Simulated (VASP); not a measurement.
# W (Im-3m) in VASP: a series of runs, part 2 of 2

VASP 6.6.1. The steps go on from the part before.

### Step 4. Single point, LDA, non-collinear spin, zero start, spin-orbit coupling

This run uses another cell than the first one, of 16.16 Å³/atom, 1.041 times its volume.

Input file INCAR:

```
SYSTEM = W
PREC = Accurate
ENCUT = 520
EDIFF = 1E-6
ISMEAR = -1
SIGMA = 0.05
LREAL = .FALSE.
LASPH = .TRUE.
NELM = 150
ALGO = Fast
ISIF = 2
LWAVE = .FALSE.
LCHARG = .FALSE.
MAGMOM = 0 0 0
LORBIT = 11
LSORBIT = .TRUE.
GGA_COMPAT = .FALSE.
LORBMOM = .TRUE.
LMAXMIX = 4
NBANDS = 25
```

Input file KPOINTS:

```
Automatic mesh
0
G
  12 12 12
  0 0 0
```

Input file POSCAR:

```
W
1.0
   -1.5928244114      1.5928244114      1.5928244114
    1.5928244114     -1.5928244114      1.5928244114
    1.5928244114      1.5928244114     -1.5928244114
W
1
Direct
    0.0000000000      0.0000000000      0.0000000000
```

Potentials or basis: VASP PAW LDA potentials, release 64 (W_sv).

On the command line:

```sh
$ cat potpaw_LDA.64/W_sv/POTCAR > POTCAR
$ mpirun -np 1 vasp_ncl > vasp.out
```

OUTCAR:

```text
SYSTEM = W
   PREC = Accurate
   ENCUT = 520
   EDIFF = 1E-6
   ISMEAR = -1
   LREAL = .FALSE.
   LASPH = .TRUE.
   NELM = 150
   ISIF = 2
   LORBIT = 11
   LSORBIT = .TRUE.

 ion  position               nearest neighbor table
   1  0.000  0.000  0.000-

  LATTYP: Found a body centered cubic cell.
 ALAT       =     3.1856488228

  Lattice vectors:

 A1 = (  -1.5928244114,   1.5928244114,   1.5928244114)
 A2 = (   1.5928244114,  -1.5928244114,   1.5928244114)
 A3 = (   1.5928244114,   1.5928244114,  -1.5928244114)

Analysis of symmetry for initial positions (statically):
=====================================================================
 Subroutine PRICEL returns:
 Original cell was already a primitive cell.

 Routine SETGRP: Setting up the symmetry group for a
 body centered cubic supercell.

 Subroutine GETGRP returns: Found 48 space group operations
 (whereof 48 operations were pure point group operations)
 out of a pool of 48 trial point group operations.

The static configuration has the point symmetry O_h .

Analysis of symmetry for dynamics (positions and initial velocities):
=====================================================================
 Subroutine PRICEL returns:
 Original cell was already a primitive cell.

 Routine SETGRP: Setting up the symmetry group for a
 body centered cubic supercell.

 Subroutine GETGRP returns: Found 48 space group operations
 (whereof 48 operations were pure point group operations)
 out of a pool of 48 trial point group operations.

The dynamic configuration has the point symmetry O_h .

Analysis of structural, dynamic, and magnetic symmetry:
=====================================================================
 Subroutine PRICEL returns:
 Original cell was already a primitive cell.

 Routine SETGRP: Setting up the symmetry group for a
 body centered cubic supercell.

 Subroutine GETGRP returns: Found 48 space group operations
 (whereof 48 operations were pure point group operations)
 out of a pool of 48 trial point group operations.

The overall configuration has the point symmetry O_h .

 Subroutine INISYM returns: Found 48 space group operations
 (whereof 48 operations are pure point group operations),
 and found     1 'primitive' translations

----------------------------------------------------------------------------------------

                                     Primitive cell

  volume of cell :      16.1646

  direct lattice vectors                    reciprocal lattice vectors
    -1.592824411  1.592824411  1.592824411     0.000000000  0.313907796  0.313907796
     1.592824411 -1.592824411  1.592824411     0.313907796  0.000000000  0.313907796
     1.592824411  1.592824411 -1.592824411     0.313907796  0.313907796  0.000000000

  length of vectors
     2.758852808  2.758852808  2.758852808     0.443932662  0.443932662  0.443932662

  position of ions in fractional coordinates (direct lattice)
     0.000000000  0.000000000  0.000000000

  ion indices of the primitive-cell ions
   primitive index   ion index
                 1           1

[... 93 lines left out ...]
  Fermi-wavevector in a.u.,A,eV,Ry     =   1.560497  2.948912 33.132240  2.435151
  Thomas-Fermi vector in A             =   2.663700
   LORBIT       =     11    0 simple, 1 ext, 2 COOP (PROOUT), +10 PAW based schemes
   GGA     = CA    functional components
   LHFCALC =     F    Hartree Fock is set to
   AEXX    =    0.0000 exact exchange contribution
   IVDW    =     0    specifies the selected vdW correction
   LEPSILON=     F    determine dielectric tensor
   LRPA    =     F    only Hartree local field effects (RPA)
 RMM-DIIS sequential band-by-band and
  energy-cutoff  :      520.00
  volume of cell :       16.16
 maximum number of plane-waves:       932
 NGX is ok and might be reduce to    24
   NGX = 11   NGY = 11   NGZ = 11

 number of electron      14.0000000 magnetization       0.0000000      0.0000000      0.0000000

 number of electron      14.0000002 magnetization      -0.0000000      0.0000000      0.0000000

 number of electron      14.0000002 magnetization       0.0000000     -0.0000000     -0.0000000

 Free energy of the ion-electron system (eV)
  ---------------------------------------------------
  ext. energy  EPLUGINS =         0.00000000
  ---------------------------------------------------
  free energy    TOTEN  =       -14.91992449 eV

  energy without entropy =      -14.91490006  energy(sigma->0) =      -14.91741227

 E-fermi :  10.9940     XC(G=0): -13.7183

 val. band max:       10.9906915547   @ k =   0.4167   0.0833  -0.0000
 cond. band min:      11.0689617262   @ k =   0.1667   0.0000   0.0000
 fundamental gap:      0.0782701715
 Fermi energy:        10.9940032636

 k-point     1 :       0.0000    0.0000    0.0000
  band No.  band energies     occupation
      1     -62.7430      1.00000
      2     -62.7430      1.00000
      3     -32.6859      1.00000
      4     -32.6859      1.00000
      5     -23.6734      1.00000
      6     -23.6734      1.00000
[... 661 lines left out ...]
     24      23.2427      0.00000
     25      26.9075      0.00000

 [... further k-points ...]
[... 5 lines left out ...]
  --------------------------------------------------------------------------------------
  -------------------------------------------------------------------------------------
  Total       -1.1940546     -1.1940546     -1.1940546      0.0000000      0.0000000     -0.0000000
  in kB     -118.3507621   -118.3507621   -118.3507621      0.0000000      0.0000000     -0.0000000
  external PRESSURE =    -118.3507621 kB  Pullay stress =       0.0000000 kB

 VOLUME and BASIS-vectors are now :
 -----------------------------------------------------------------------------
  energy-cutoff  :      520.00
  volume of cell :       16.16
      direct lattice vectors                 reciprocal lattice vectors
    -1.592824411  1.592824411  1.592824411     0.000000000  0.313907796  0.313907796
     1.592824411 -1.592824411  1.592824411     0.313907796  0.000000000  0.313907796
     1.592824411  1.592824411 -1.592824411     0.313907796  0.313907796  0.000000000

 POSITION                                       TOTAL-FORCE (eV/Angst)
 -----------------------------------------------------------------------------------
      0.00000      0.00000      0.00000         0.000000     -0.000000     -0.000000
 -----------------------------------------------------------------------------------
    total drift:                                0.000000      0.000000     -0.000000

  FREE ENERGIE OF THE ION-ELECTRON SYSTEM (eV)
  ---------------------------------------------------
  free  energy   TOTEN  =       -14.9199244877 eV

  energy  without entropy=      -14.9149000570  energy(sigma->0) =      -14.91741227

 orbital moment (x)

 # of ion     p       d       tot
 ----------------------------------------
  1         0.000  -0.000  -0.000
 ----------------------------------------
            0.000  -0.000  -0.000

 orbital moment (y)

 # of ion     p       d       tot
 ----------------------------------------
  1         0.000   0.000   0.000
 ----------------------------------------
            0.000   0.000   0.000

 orbital moment (z)

 # of ion     p       d       tot
 ----------------------------------------
  1         0.000   0.000   0.000
 ----------------------------------------
            0.000   0.000   0.000

 Spin-Orbit-Coupling matrix elements

 Ion:    1  E_soc:     -1.6639405
 l=   1
     0.0000000    -0.2322938    -0.2322938
    -0.2322938     0.0000000    -0.2322938
    -0.2322938    -0.2322938     0.0000000
 l=   2
     0.0000000    -0.0115704     0.0000000    -0.0115704    -0.0334593
    -0.0115704     0.0000000    -0.0250945    -0.0115704    -0.0083648
     0.0000000    -0.0250945     0.0000000    -0.0250945     0.0000000
    -0.0115704    -0.0115704    -0.0250945     0.0000000    -0.0083648
    -0.0334593    -0.0083648     0.0000000    -0.0083648     0.0000000
 l=   3
     0.0000000     0.0000000     0.0000000     0.0000000     0.0000000     0.0000000     0.0000000
     0.0000000     0.0000000     0.0000000     0.0000000     0.0000000     0.0000000     0.0000000
     0.0000000     0.0000000     0.0000000     0.0000000     0.0000000     0.0000000     0.0000000
     0.0000000     0.0000000     0.0000000     0.0000000     0.0000000     0.0000000     0.0000000
     0.0000000     0.0000000     0.0000000     0.0000000     0.0000000     0.0000000     0.0000000
     0.0000000     0.0000000     0.0000000     0.0000000     0.0000000     0.0000000     0.0000000
     0.0000000     0.0000000     0.0000000     0.0000000     0.0000000     0.0000000     0.0000000

 total charge

# of ion       s       p       d       tot
------------------------------------------
    1        2.399   6.328   3.368  12.095

 magnetization (x)

# of ion       s       p       d       tot
------------------------------------------
    1        0.000   0.000  -0.000   0.000

 magnetization (y)

# of ion       s       p       d       tot
------------------------------------------
    1       -0.000  -0.000  -0.000  -0.000

 magnetization (z)

# of ion       s       p       d       tot
------------------------------------------
    1        0.000   0.000   0.000   0.000
```

OSZICAR:

```text
N       E                     dE             d eps       ncg     rms          rms(c)
DAV:   1     0.136545171741E+03    0.13655E+03   -0.74607E+03  3608   0.129E+03
DAV:   2    -0.109608821419E+02   -0.14751E+03   -0.14173E+03  4048   0.406E+02
DAV:   3    -0.155975470445E+02   -0.46367E+01   -0.45879E+01  3890   0.720E+01
DAV:   4    -0.156298124043E+02   -0.32265E-01   -0.32257E-01  4145   0.629E+00
DAV:   5    -0.156301637625E+02   -0.35136E-03   -0.35136E-03  3915   0.629E-01    0.202E+01
RMM:   6    -0.150655461943E+02    0.56462E+00   -0.48432E-01  3894   0.643E+00    0.818E+00
RMM:   7    -0.149246592645E+02    0.14089E+00   -0.31213E-01  3948   0.509E+00    0.202E+00
RMM:   8    -0.149227972648E+02    0.18620E-02   -0.11118E-02  4384   0.125E+00    0.616E-01
RMM:   9    -0.149202091149E+02    0.25881E-02   -0.33749E-03  4345   0.679E-01    0.315E-01
RMM:  10    -0.149199320447E+02    0.27707E-03   -0.46139E-04  4241   0.247E-01    0.643E-02
RMM:  11    -0.149199230214E+02    0.90232E-05   -0.13753E-04  4405   0.141E-01    0.319E-02
RMM:  12    -0.149199246184E+02   -0.15969E-05   -0.18401E-05  4471   0.574E-02    0.191E-02
RMM:  13    -0.149199244877E+02    0.13071E-06   -0.29859E-06  3804   0.223E-02
   1 F= -.14919924E+02 E0= -.14917412E+02  d E =-.502443E-02  mag=    -0.0000     0.0000     0.0000
```

stdout:

```text
POSCAR found type information on POSCAR W
 POSCAR found :  1 types and       1 ions
 scaLAPACK will be used
 LDA part: xc-table for (Slater(with rela. corr.)+CA(PZ))
 , standard interpolation
 POSCAR, INCAR and KPOINTS ok, starting setup
 FFT: planning ... GRIDC
 FFT: planning ... GRID_SOFT
 FFT: planning ... GRID
 WAVECAR not read
 entering main loop
```

It took 60 s on 1 thread of Intel Xeon Platinum 8259CL at 2.50GHz (Skylake/Cascade Lake), shared host; peak memory 0.2 GiB.

Results:

| Quantity | Value |
| --- | --- |
| Free energy | -14.9199 eV |
| Pressure | -11.8 GPa |
| Net moment | 0.00 μB per cell |
| Valence electrons inside the program's atomic spheres | W 12.10 |

Moments on the atoms (μB; x, y, z):
```
W   0.00 0.00 0.00
```

### Step 5. Single point, LDA, non-collinear spin, zero start, spin-orbit coupling

This run uses another cell than the first one, of 16.48 Å³/atom, 1.061 times its volume.

Input file INCAR:

```
SYSTEM = W
  ALGO = Normal
  EDIFF = 1E-6
  ENCUT = 520
  GGA_COMPAT = .False.
  ISIF = 2
  ISMEAR = -1
  LASPH = .True.
  LCHARG = .True.
  LMAXMIX = 4
  LORBIT = 11
  LORBMOM = .True.
  LREAL = .False.
  LSORBIT = .True.
  LVHAR = .True.
  LWAVE = .False.
  MAGMOM = 0 0 0
  NBANDS = 25
  NELM = 150
  PREC = Accurate
  SIGMA = 0.05
```

Input file KPOINTS:

```
k-points
0
Gamma
  12 12 12
  0 0 0
```

Input file POSCAR:

```
W
1.0
   -1.6031677168      1.6031677168      1.6031677168
    1.6031677168     -1.6031677168      1.6031677168
    1.6031677168      1.6031677168     -1.6031677168
W
1
Direct
    0.0000000000      0.0000000000      0.0000000000
```

On the command line:

```sh
$ cat potpaw_LDA.64/W_sv/POTCAR > POTCAR
$ mpirun -np 1 vasp_ncl > vasp.out
```

It took 40 s on 1 thread of Intel Xeon Platinum 8259CL at 2.50GHz (Skylake/Cascade Lake), shared host; peak memory 0.2 GiB.

Results (log left out):

- Free energy: -14.8915 eV
- Pressure: -16.9 GPa
- Net moment: 0.00 μB per cell
- Valence electrons inside the program's atomic spheres: W 12.05

Moments on the atoms (μB; x, y, z):
```
W   0.00 0.00 0.00
```

### Step 6. The runs side by side

```csv
cell,pressure (GPa),moment (μB)
"a = 2.722 Å, angles 109.5°, 1 atom",0.0,0.00
"a = 2.741 Å, angles 109.5°, 1 atom",-6.2,0.00
"a = 2.759 Å, angles 109.5°, 1 atom",-11.8,0.00
"a = 2.777 Å, angles 109.5°, 1 atom",-16.9,0.00
```

Alike in all rows: task single point; level LDA; potentials or basis VASP PAW LDA potentials, release 64 (W_sv); spin non-collinear, zero start, SOC; k mesh 12 × 12 × 12; cutoff (eV) 520; smearing fermi-dirac 0.05 eV.

Total energies depend on the potentials used, so only differences within one code and one set of settings carry meaning.
